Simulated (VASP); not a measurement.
Runs of VASP 6.6.1 on InSb. It takes space group Pmmn (No. 59, orthorhombic). Conventional cell: a = 5.920 Å, b = 5.938 Å, c = 3.222 Å, α = 90.00°, β = 90.00°, γ = 90.00°. Within 4.2 Å of In (site symmetry mm2) lie 8 Sb at 3.09 to 3.79 Å and 6 In at 3.22 to 4.19 Å. Sb (site symmetry mm2) has 8 In at 3.09 to 3.79 Å and 2 Sb at 3.22 Å within 4.1 Å. 

| k mesh | smearing | gap on the mesh (eV) | pressure (GPa) | largest force (eV/Å) |
| --- | --- | --- | --- | --- |
| 4 × 4 × 7 | gaussian 0.01 eV | none | 0.0 | 0.01 |
| 6 × 6 × 10, shifted | gaussian 0.1 eV | none | (a) | 0.07 |
| 2 × 2 × 4 | gaussian 0.1 eV | none | 0.1 | 0.09 |
| 1 × 1 × 1 | gaussian 0.1 eV | - | -15.6 | 0.11 |
| 4 × 4 × 8, shifted | gaussian 0.1 eV | none | 0.0 | 0.12 |

Alike in all rows: task single point; level PBE; potentials or basis VASP PAW PBE potentials, release 64 (In_d, Sb); no spin polarisation; cell as given; cutoff (eV) 520.

Q: Estimate the missing entries.

A: (a) -0.1.

Caveats: some runs use coarse meshes; spin-orbit coupling is left out, which moves the levels of the heavy elements.

A k mesh can miss the band edges, and the runs leave out spin-orbit coupling on In, Sb.

A gap of «none» marks levels without a gap at the run's occupations.
